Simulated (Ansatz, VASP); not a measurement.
**Ge in VASP and in Ansatz**

INCAR

```
PREC = Accurate ; ENCUT = 600
EDIFF = 1E-6 ; ISMEAR = 0
SIGMA = 0.1 ; LREAL = F
LASPH = T ; NELM = 100
ALGO = Normal ; ISIF = 3
LWAVE = F ; LCHARG = F
GGA = PE ; IVDW = 12
IBRION = 2 ; NSW = 70
EDIFFG = -0.005
```

The input KPOINTS:

```
regular mesh
0
Gamma
  14 14 14
```

File POSCAR:

```
Ge
1.0
    0.0000000000      2.8805364545      2.8805364545
    2.8805364545      0.0000000000      2.8805364545
    2.8805364545      2.8805364545      0.0000000000
Ge
2
Direct
    0.0000000000      0.0000000000      0.0000000000
    0.2500000000      0.2500000000      0.2500000000
```

Input for Ansatz:

```yaml
crystal:
  lattice:
    - [0.0, 2.8805364529, 2.8805364529]
    - [2.8805364529, 0.0, 2.8805364529]
    - [2.8805364529, 2.8805364529, 0.0]
  atoms:
    - { symbol: Ge, position: [0.0, 0.0, 0.0] }
    - { symbol: Ge, position: [0.25, 0.25, 0.25] }
basis:
  ecutwfc: 420
kpoints:
  mp_grid: { grid: [14, 14, 14] }
hamiltonian:
  xc: pbe
  dispersion: d3bj
scf:
  occupations: { method: gaussian, width: 0.1 }
output:
  forces: true
  stress: true
  eigenvalues: true
relax:
  adjacent_minimum: "off"
  f_tol: 0.005
  max_steps: 50
  cell: { stress_tol: 0.05 }
```

Alike in both runs: task relaxation of cell and atoms; functional PBE; dispersion D3(BJ); k mesh 14 × 14 × 14; occupations gaussian, width 0.1 eV; no spin polarisation.

|  | VASP | Ansatz |
| --- | --- | --- |
| version | VASP 6.6.1 | Ansatz 0.2.0 |
| potentials or method | VASP PAW PBE potentials, release 64 (Ge_d), cutoff 600 eV | scalar-relativistic, plane waves, PAW |
| valence electrons in the cell | 28 | 28 |

```tsv
	VASP	Ansatz	Ansatz less VASP
gap on the k mesh at the Fermi level, each at its own relaxed structure (eV)	none	none	-
relaxed volume (Å³/atom)	23.15	23.14	-0.015
relaxed length of the cell vector where the two differ most in proportion (Å)	4.031	4.030	-0.0009
```

A gap of «none» marks a metal or a gap that the smearing closes.
